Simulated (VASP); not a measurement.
# WSe2 in VASP: further runs, part 2 of 2

VASP 6.6.1. The steps go on from the part before.

## 3. Single point, PBE+D3(BJ)

INCAR reads:

```
ALGO = Normal
DIPOL = 0.5 0.5 0.500
EDIFF = 1E-6
ENCUT = 520
GGA = PE
IDIPOL = 3
ISIF = 2
ISMEAR = 0
IVDW = 12
LASPH = True
LCHARG = True
LDIPOL = True
LELF = True
LREAL = Auto
LVACPOTAV = True
LVHAR = True
LWAVE = False
NBANDS = 122
NELM = 60
PREC = Accurate
SIGMA = 0.05
```

KPOINTS reads:

```
k-points
0
Gamma
  3 3 1
```

POSCAR reads:

```
WSe2
1.0
    6.5580551065      0.0000000000      0.0000000000
   -3.2790275533      5.6794423217      0.0000000000
    0.0000000000      0.0000000000     25.7630503180
Se W
16 8
Direct
    0.1666666667      0.3333333333      0.3105222364
    0.1666666667      0.8333333333      0.3105222364
    0.6666666667      0.3333333333      0.3105222364
    0.6666666667      0.8333333333      0.3105222364
    0.1666666667      0.3333333333      0.4412810048
    0.1666666667      0.8333333333      0.4412810048
    0.6666666667      0.3333333333      0.4412810048
    0.6666666667      0.8333333333      0.4412810048
    0.3333333333      0.1666666667      0.5589369779
    0.3333333333      0.6666666667      0.5589369779
    0.8333333333      0.1666666667      0.5589369779
    0.8333333333      0.6666666667      0.5589369779
    0.3333333333      0.1666666667      0.6898193443
    0.3333333333      0.6666666667      0.6898193443
    0.8333333333      0.1666666667      0.6898193443
    0.8333333333      0.6666666667      0.6898193443
    0.3333333333      0.1666666667      0.3759016206
    0.3333333333      0.6666666667      0.3759016206
    0.8333333333      0.1666666667      0.3759016206
    0.8333333333      0.6666666667      0.3759016206
    0.1666666667      0.3333333333      0.6243661155
    0.1666666667      0.8333333333      0.6243661155
    0.6666666667      0.3333333333      0.6243661155
    0.6666666667      0.8333333333      0.6243661155
```

Potentials or basis: VASP PAW PBE potentials, release 64 (Se, W_sv).

Run with:

```console
cat potpaw_PBE.64/Se/POTCAR potpaw_PBE.64/W_sv/POTCAR > POTCAR
mpirun -np 1 vasp_std > vasp.out
```

OUTCAR:

```text
EDIFF = 1E-6
   ENCUT = 520
   GGA = PE
   ISIF = 2
   ISMEAR = 0
   IVDW = 12
   LASPH = True
   LREAL = Auto
   NELM = 60
   PREC = Accurate
 IVDW          = 12

 ion  position               nearest neighbor table
   1  0.167  0.333  0.311-  17 2.53  19 2.53  18 2.53
   2  0.167  0.833  0.311-  18 2.53  20 2.53  17 2.53
   3  0.667  0.333  0.311-  19 2.53  17 2.53  20 2.53
   4  0.667  0.833  0.311-  20 2.53  18 2.53  19 2.53
   5  0.167  0.333  0.441-  17 2.53  19 2.53  18 2.53
   6  0.167  0.833  0.441-  18 2.53  20 2.53  17 2.53
[... 8 lines left out ...]
  15  0.833  0.167  0.690-  23 2.54  21 2.54  24 2.54
  16  0.833  0.667  0.690-  24 2.54  22 2.54  23 2.54
  17  0.333  0.167  0.376-   1 2.53   5 2.53   3 2.53   7 2.53   6 2.53   2 2.53  19 3.28  19 3.28
[... 22 lines left out ...]
 A1 = (   6.5580551065,   0.0000000000,   0.0000000000)
 A2 = (  -3.2790275533,   5.6794423217,   0.0000000000)
 A3 = (   0.0000000000,   0.0000000000,  25.7630503180)

Analysis of symmetry for initial positions (statically):
=====================================================================
 Subroutine PRICEL returns following result:

  LATTYP: Found a hexagonal cell.
 ALAT       =     3.2790275533
 C/A-ratio  =     7.8569179123

  Lattice vectors:

 A1 = (   3.2790275533,   0.0000000000,   0.0000000000)
 A2 = (  -1.6395137766,   2.8397211608,   0.0000000000)
 A3 = (   0.0000000000,   0.0000000000,  25.7630503180)

   4 primitive cells build up your supercell.

 Routine SETGRP: Setting up the symmetry group for a
 hexagonal supercell.

 Subroutine GETGRP returns: Found  6 space group operations
 (whereof  6 operations were pure point group operations)
 out of a pool of 24 trial point group operations.

The static configuration has the point symmetry C_3v.

Analysis of symmetry for dynamics (positions and initial velocities):
=====================================================================
 Subroutine PRICEL returns following result:

  LATTYP: Found a hexagonal cell.
 ALAT       =     3.2790275533
[... 133 lines left out ...]
   LRPA    =     F    only Hartree local field effects (RPA)
 non-spin polarized calculation
 Gauss-broadening in eV      SIGMA  =   0.05
  energy-cutoff  :      520.00
  volume of cell :      959.57
 maximum number of plane-waves:     25847
 NGX is ok and might be reduce to    50
   NGX = 25   NGY = 25   NGZ = 95

 dipolmoment           0.000000      0.000000      0.000035 electrons x Angstroem

 number of electron     208.0000018 magnetization

 dipolmoment           0.000000      0.000000     -0.000060 electrons x Angstroem

 Free energy of the ion-electron system (eV)
  ---------------------------------------------------
  ext. energy  EPLUGINS =         0.00000000
  ---------------------------------------------------
  free energy    TOTEN  =      -172.58646402 eV

  energy without entropy =     -172.58646402  energy(sigma->0) =     -172.58646402

 E-fermi :   1.0723     XC(G=0):  -5.8377

 val. band max:        0.6680721038   @ k =   0.0000   0.0000   0.0000
 cond. band min:       1.9511504196   @ k =   0.3333   0.3333   0.0000
 fundamental gap:      1.2830783159
 Fermi energy:         1.0722750904

 k-point     1 :       0.0000    0.0000    0.0000
  band No.  band energies     occupation
      1     -73.4937      2.00000
      2     -73.4936      2.00000
      3     -73.4830      2.00000
      4     -73.4830      2.00000
      5     -73.4830      2.00000
      6     -73.4829      2.00000
[... 346 lines left out ...]
    115       2.9368      0.00000
    116       2.9368      0.00000
 [bands above 116 left out]

------------------------ aborting loop because EDIFF is reached ----------------------------------------

 Edisp (eV)   -9.71296

 E8    (eV) :    -4.4672

  FORCE on cell =-STRESS in cart. coord.  units (eV):
  Direction    XX          YY          ZZ          XY          YZ          ZX
  --------------------------------------------------------------------------------------
  -------------------------------------------------------------------------------------
  Total       1.57495     1.57495     1.51683    -0.00000     0.00000    -0.00000
  in kB       2.62966     2.62966     2.53261    -0.00000     0.00000    -0.00000
  external pressure =        2.60 kB  Pullay stress =        0.00 kB

 VOLUME and BASIS-vectors are now :
 -----------------------------------------------------------------------------
  energy-cutoff  :      520.00
  volume of cell :      959.57
      direct lattice vectors                 reciprocal lattice vectors
     6.558055107  0.000000000  0.000000000     0.152484233  0.088036813  0.000000000
    -3.279027553  5.679442322  0.000000000     0.000000000  0.176073625  0.000000000
     0.000000000  0.000000000 25.763050318     0.000000000  0.000000000  0.038815280

 POSITION                                       TOTAL-FORCE (eV/Angst)
 -----------------------------------------------------------------------------------
      0.00000      1.89315      8.00000         0.000000     -0.000000     -0.082712
     -1.63951      4.73287      8.00000         0.000000     -0.000000     -0.082712
      3.27903      1.89315      8.00000        -0.000000     -0.000000     -0.082712
      1.63951      4.73287      8.00000         0.000000      0.000000     -0.082712
      0.00000      1.89315     11.36874         0.000000     -0.000000      0.082354
     -1.63951      4.73287     11.36874         0.000000      0.000000      0.082354
[... 16 lines left out ...]
      3.27903      1.89315     16.08558        -0.000000      0.000000      0.000092
      1.63951      4.73287     16.08558        -0.000000      0.000000      0.000092
 -----------------------------------------------------------------------------------
    total drift:                                0.000000     -0.000000      0.004979

  FREE ENERGIE OF THE ION-ELECTRON SYSTEM (eV)
  ---------------------------------------------------
  free  energy   TOTEN  =      -182.2994265050 eV

  energy  without entropy=     -182.2994265050  energy(sigma->0) =     -182.29942651

 vacuum level on the upper side and lower side of the slab         5.590         5.590
```

OSZICAR:

```text
N       E                     dE             d eps       ncg     rms          rms(c)
DAV:   1     0.206860851439E+04    0.20686E+04   -0.10718E+05   860   0.149E+03
DAV:   2     0.143872749250E+01   -0.20672E+04   -0.20092E+04   874   0.370E+02
DAV:   3    -0.172298764377E+03   -0.17374E+03   -0.17124E+03   862   0.101E+02
[... 18 lines left out ...]
DAV:  22    -0.172586451590E+03   -0.25088E-04   -0.14335E-06   584   0.172E-03    0.401E-04
DAV:  23    -0.172586460818E+03   -0.92281E-05   -0.55556E-07   568   0.913E-04    0.270E-04
DAV:  24    -0.172586462641E+03   -0.18226E-05   -0.87452E-08   512   0.388E-04    0.134E-04
DAV:  25    -0.172586463866E+03   -0.12252E-05   -0.97925E-08   528   0.266E-04    0.156E-04
DAV:  26    -0.172586464024E+03   -0.15803E-06   -0.17784E-08   488   0.164E-04
   1 F= -.18229943E+03 E0= -.18229943E+03  d E =-.130056E-30
```

stdout:

```text
POSCAR found type information on POSCAR SeW
 POSCAR found :  2 types and      24 ions
 scaLAPACK will be used
 LDA part: xc-table for (Slater+PW92), standard interpolation
 POSCAR, INCAR and KPOINTS ok, starting setup
 FFT: planning ... GRIDC
 FFT: planning ... GRID_SOFT
 FFT: planning ... GRID
 WAVECAR not read
 entering main loop
 -----------------------------------------------------------------------------
|                                                                             |
|           W    W    AA    RRRRR   N    N  II  N    N   GGGG   !!!           |
|           W    W   A  A   R    R  NN   N  II  NN   N  G    G  !!!           |
|           W    W  A    A  R    R  N N  N  II  N N  N  G       !!!           |
|           W WW W  AAAAAA  RRRRR   N  N N  II  N  N N  G  GGG   !            |
|           WW  WW  A    A  R   R   N   NN  II  N   NN  G    G                |
|           W    W  A    A  R    R  N    N  II  N    N   GGGG   !!!           |
|                                                                             |
|     Did not find any points to average over, which means that no vacuum     |
|     field-free region was found. Please increase the size of  your cell     |
|     in the dimension of the dipole correction to obtain accurate            |
|     workfunction values.                                                    |
|                                                                             |
 -----------------------------------------------------------------------------
```

Run time: 18 min. Hardware: 1 thread of Intel Xeon Platinum 8259CL at 2.50GHz (Skylake/Cascade Lake), shared host; peak memory 0.99 GiB.

Results:

```yaml
Free_energy: -182.2994 eV
Largest_force: 0.083 eV/Å
Band_gap_on_the_k_mesh: 1.28 eV
Dispersion_energy_per_atom: -0.405 eV
```

Forces on the atoms (eV/Å):
```
Se   0.000  0.000 -0.083
Se   0.000  0.000 -0.083
Se   0.000  0.000 -0.083
Se   0.000  0.000 -0.083
Se   0.000  0.000  0.082
Se   0.000  0.000  0.082
Se   0.000  0.000  0.082
Se   0.000  0.000  0.082
Se   0.000  0.000 -0.043
Se   0.000  0.000 -0.043
Se   0.000  0.000 -0.043
Se   0.000  0.000 -0.043
Se   0.000  0.000  0.036
Se   0.000  0.000  0.036
Se   0.000  0.000  0.036
Se   0.000  0.000  0.036
W    0.000  0.000  0.007
W    0.000  0.000  0.007
W    0.000  0.000  0.007
W    0.000  0.000  0.007
W    0.000  0.000  0.000
W    0.000  0.000  0.000
W    0.000  0.000  0.000
W    0.000  0.000  0.000
```

Levels at points of the mesh, in eV from the valence-band top:
| k point | band 101 | band 102 | band 103 | band 104 | band 105 | band 106 | band 107 | band 108 |
| --- | --- | --- | --- | --- | --- | --- | --- | --- |
| (0.00, 0.00, 0.00) | -0.94 | -0.94 | -0.75 | 0.00 | 2.35 | 2.35 | 2.35 | 2.37 |

Caveat: spin-orbit coupling is left out, which moves the levels of the heavy elements.

## 4. Single point, PBE+D3(BJ)

This run uses another cell than the first one.

INCAR reads:

```
SYSTEM = WSe2
  ALGO = Normal
  DIPOL = 0.5 0.5 0.462
  EDIFF = 1E-7
  ENCUT = 520
  GGA = PE
  IDIPOL = 3
  ISIF = 2
  ISMEAR = 0
  IVDW = 12
  LASPH = .True.
  LCHARG = .False.
  LDIPOL = .True.
  LREAL = Auto
  LWAVE = .False.
  NBANDS = 122
  NELM = 100
  PREC = Accurate
  SIGMA = 0.05
```

KPOINTS reads:

```
k-points
0
Gamma
  3 3 1
  0 0 0
```

POSCAR reads:

```
WSe2
1.0
    6.5580551065      0.0000000000      0.0000000000
   -3.2790275533      5.6794423217      0.0000000000
    0.0000000000      0.0000000000     27.8927503180
Se W
16 8
Direct
    0.1666666667      0.3333333333      0.2868128783
    0.1666666667      0.8333333333      0.2868128783
    0.6666666667      0.3333333333      0.2868128783
    0.6666666667      0.8333333333      0.2868128783
    0.1666666667      0.3333333333      0.4075877997
    0.1666666667      0.8333333333      0.4075877997
    0.6666666667      0.3333333333      0.4075877997
    0.6666666667      0.8333333333      0.4075877997
    0.3330955098      0.1659747431      0.5162452214
    0.3329679989      0.6658488504      0.5162468379
    0.8327131331      0.1660460267      0.5162819276
    0.8327794127      0.6656628028      0.5162491773
    0.3322118340      0.1653704869      0.6370976695
    0.3329643217      0.6657963538      0.6371422479
    0.8330477336      0.1657393030      0.6371468471
    0.8333339013      0.6664528865      0.6371236153
    0.3333333333      0.1666666667      0.3472003390
    0.3333333333      0.6666666667      0.3472003390
    0.8333333333      0.1666666667      0.3472003390
    0.8333333333      0.6666666667      0.3472003390
    0.1661737378      0.3324132376      0.5766349502
    0.1662015538      0.8325207235      0.5766235165
    0.6661218993      0.3326223043      0.5768228134
    0.6663732111      0.8325886922      0.5766449380
```

Run with:

```console
cat potpaw_PBE.64/Se/POTCAR potpaw_PBE.64/W_sv/POTCAR > POTCAR
mpirun -np 1 vasp_std > vasp.out
```

It took 43 min on 1 thread of Oxide Virtual Turin-like, shared host; peak memory 1.1 GiB.

Results (log left out):

```
Free energy                : -182.2952 eV
Largest force              : 0.078 eV/Å
Band gap on the k mesh     : 1.28 eV
Dispersion energy per atom : -0.405 eV
```

Forces in eV/Å, atoms in the order of the input:
```
Se   0.000  0.001 -0.078
Se   0.000  0.001 -0.078
Se   0.000  0.001 -0.078
Se   0.000  0.001 -0.078
Se   0.000  0.000  0.075
Se   0.000  0.000  0.075
Se   0.000  0.000  0.073
Se   0.000  0.001  0.075
Se   0.001 -0.004 -0.050
Se   0.000 -0.005 -0.060
Se  -0.001 -0.004 -0.054
Se  -0.002 -0.006 -0.050
Se   0.022  0.024  0.069
Se  -0.004  0.001  0.021
Se  -0.014  0.008  0.047
Se  -0.009 -0.024  0.067
W    0.000  0.001  0.007
W    0.000  0.001  0.007
W    0.000  0.001  0.007
W    0.000  0.000  0.007
W   -0.006  0.016  0.019
W    0.017 -0.009  0.012
W    0.010 -0.004 -0.054
W   -0.015 -0.001  0.017
```

Levels at points of the mesh, in eV from the valence-band top:
| k point | band 101 | band 102 | band 103 | band 104 | band 105 | band 106 | band 107 | band 108 |
| --- | --- | --- | --- | --- | --- | --- | --- | --- |
| (0.00, 0.00, 0.00) | -0.94 | -0.94 | -0.75 | 0.00 | 2.35 | 2.35 | 2.35 | 2.37 |

Caveat: spin-orbit coupling is left out, which moves the levels of the heavy elements.
